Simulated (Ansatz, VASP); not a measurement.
One calculation of Ga, two programs

Contents of POSCAR:

```
Ga
1.0
   -1.4391000000      1.4391000000      2.2290000000
    1.4391000000     -1.4391000000      2.2290000000
    1.3689000000      1.3689000000     -2.2290000000
Ga
1
Direct
    0.0000000000      0.0000000000      0.0000000000
```

The input INCAR.step1:

```
PREC = Accurate
ENCUT = 520
ISMEAR = 0
SIGMA = 0.15
LREAL = F
LASPH = T
NELM = 80
NBANDS = 12
GGA = PE
ALGO = Normal
EDIFF = 1E-4
LWAVE = T
LCHARG = F
```

The input INCAR.step2:

```
PREC = Accurate
ENCUT = 520
EDIFF = 1E-6
ISMEAR = 0
SIGMA = 0.15
LREAL = F
LASPH = T
NELM = 80
ALGO = Normal
ISIF = 2
LWAVE = F
LCHARG = F
METAGGA = R2SCAN
LMIXTAU = T
NBANDS = 12
ISTART = 1
```

KPOINTS

```
regular mesh
0
Gamma
  24 24 24
```

Input for Ansatz:

```yaml
crystal:
  lattice:
    - [-1.4391, 1.4391, 2.229]
    - [1.4391, -1.4391, 2.229]
    - [1.3689, 1.3689, -2.229]
  atoms:
    - { symbol: Ga, position: [0.0, 0.0, 0.0] }
basis:
  ecutwfc: 500
kpoints:
  mp_grid: { grid: [24, 24, 24] }
hamiltonian:
  xc: r2scan
scf:
  occupations: { method: gaussian, width: 0.15 }
output:
  forces: true
  stress: true
  eigenvalues: true
  write_density: true
  write_potential: true
  elf: true
  volumetric_format: npy
```

Change from the starting cell: strain -0.0500 x Voigt [0, 0, 0, 0, 0, 1], atoms carried along.

Alike in both runs: task single point; functional r2SCAN; k mesh 24 × 24 × 24; occupations gaussian, width 0.15 eV; no spin polarisation.

|  | VASP | Ansatz |
| --- | --- | --- |
| version | VASP 6.6.1 | Ansatz 0.2.0 |
| potentials or method | VASP PAW PBE potentials, release 64 (Ga_d), cutoff 520 eV | scalar-relativistic, plane waves, PAW |
| valence electrons in the cell | 13 | 13 |

```csv
,VASP,Ansatz,Ansatz less VASP
gap on the k mesh at the Fermi level (eV),none,none,-
pressure (GPa),1.1,1.0,-0.01
"traceless stress, the component that is largest in VASP (GPa)",0.94,0.93,-0.006
```

VASP's potentials were made for PBE, not for r2SCAN. A gap of «none» marks a metal or a gap that the smearing closes. With one functional, cell and mesh, what is left measures potentials, basis and numerics.
